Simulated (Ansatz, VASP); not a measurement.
# Two plane-wave programs on C

File INCAR:

```
PREC     = Accurate       # precision mode
ENCUT    = 520            # plane-wave cutoff, eV
EDIFF    = 1E-6           # SCF threshold, eV
ISMEAR   = 0              # smearing method
SIGMA    = 0.03           # smearing width, eV
LREAL    = F              # projectors in reciprocal space
LASPH    = T              # aspherical terms in the spheres
NELM     = 60             # most SCF steps
ALGO     = Normal         # electronic algorithm
ISIF     = 2              # what is computed and relaxed
LWAVE    = F              # write WAVECAR
LCHARG   = F              # write CHGCAR
GGA      = PS             # functional
IVDW     = 12             # dispersion correction
NBANDS   = 11             # bands
```

File KPOINTS:

```
regular mesh
0
Gamma
  16 16 16
```

The input POSCAR:

```
C
1.0
    0.0000000000      2.1279941339      3.3243844763
    1.2294111613      0.0000000000      3.3243844763
    1.2294111613      2.1279941339      0.0000000000
C
2
Direct
    0.1902029221      0.8097970779      0.1902029221
    0.8097970779      0.1902029221      0.8097970779
```

Input for Ansatz:

```yaml
crystal:
  lattice:
    - [0.0, 2.1279941339, 3.3243844763]
    - [1.2294111613, 0.0, 3.3243844763]
    - [1.2294111613, 2.1279941339, 0.0]
  atoms:
    - { symbol: C, position: [0.1902029221, 0.8097970779, 0.1902029221] }
    - { symbol: C, position: [0.8097970779, 0.1902029221, 0.8097970779] }
basis:
  ecutwfc: 520.0
kpoints:
  mp_grid: { grid: [16, 16, 16] }
hamiltonian:
  xc: pbesol
  pseudopotentials: { kind: paw, azcp: { folder: soft_1 } }
  dispersion: d3bj
scf:
  occupations: { method: gaussian, width: 0.03 }
output:
  forces: true
  stress: true
  eigenvalues: true
```

Alike in both runs: task single point; functional PBEsol; dispersion D3(BJ); k mesh 16 × 16 × 16; occupations gaussian, width 0.03 eV; no spin polarisation.

|  | VASP | Ansatz |
| --- | --- | --- |
| version | VASP 6.6.1 | Ansatz 0.2.0 |
| potentials or method | VASP PAW PBE potentials, release 64 (C), cutoff 520 eV | scalar-relativistic, plane waves, PAW |
| valence electrons in the cell | 8 | 8 |

|  | VASP | Ansatz | Ansatz less VASP |
| --- | --- | --- | --- |
| gap on the k mesh at the Fermi level (eV) | none | none | - |
| pressure (GPa) | 15.0 | 14.5 | -0.50 |
| traceless stress, the component that is largest in VASP (GPa) | 28.94 | 28.22 | -0.727 |
| rms of the force components (eV/Å) | 4.601 | 4.594 | -0.0074 |

VASP's potentials were made for PBE, not for PBEsol, and Ansatz warns of the same on its side. Atom by atom the forces differ by 0.007 eV/Å (rms over components). A gap of «none» marks a metal or a gap that the smearing closes.
